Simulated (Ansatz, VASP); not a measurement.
# Na in VASP and in Ansatz

The input INCAR:

```
  PREC = Accurate
  ENCUT = 520
  EDIFF = 1E-7
  ISMEAR = 0
  SIGMA = 0.05
  LREAL = False
  LASPH = True
  NELM = 60
  ALGO = Normal
  ISIF = 2
  LWAVE = False
  LCHARG = False
  GGA = PE
  NBANDS = 10
```

The input KPOINTS:

```
Automatic mesh
0
Gamma
  14 14 14
```

POSCAR

```
Na
1.0
   -2.1150000000      2.1150000000      2.1150000000
    2.1150000000     -2.1150000000      2.1150000000
    2.1150000000      2.1150000000     -2.1150000000
Na
1
Direct
    0.0000000000      0.0000000000      0.0000000000
```

Input for Ansatz:

```yaml
crystal:
  lattice:
    - [-2.115, 2.115, 2.115]
    - [2.115, -2.115, 2.115]
    - [2.115, 2.115, -2.115]
  atoms:
    - { symbol: Na, position: [0.0, 0.0, 0.0] }
basis:
  ecutwfc: 420
  ecutrho_ratio: 4
kpoints:
  mp_grid: { grid: [14, 14, 14] }
hamiltonian:
  xc: pbe
scf:
  occupations: { method: gaussian, width: 0.05 }
output:
  forces: true
  stress: true
  eigenvalues: true
```

Alike in both runs: task single point; functional PBE; k mesh 14 × 14 × 14; occupations gaussian, width 0.05 eV; no spin polarisation.

|  | VASP | Ansatz |
| --- | --- | --- |
| version | VASP 6.6.1 | Ansatz 0.2.0 |
| potentials or method | VASP PAW PBE potentials, release 64 (Na_pv), cutoff 520 eV | scalar-relativistic, plane waves, PAW |
| valence electrons in the cell | 7 | 9 |

```csv
,VASP,Ansatz,Ansatz less VASP
pressure (GPa),-0.2,-0.2,0.00
```

The functional is the same, so the differences come from potentials, cutoffs and numerics. VASP's potentials hold 7 valence electrons a cell and Ansatz's 9, so a difference there can come from the potentials and not from the codes.
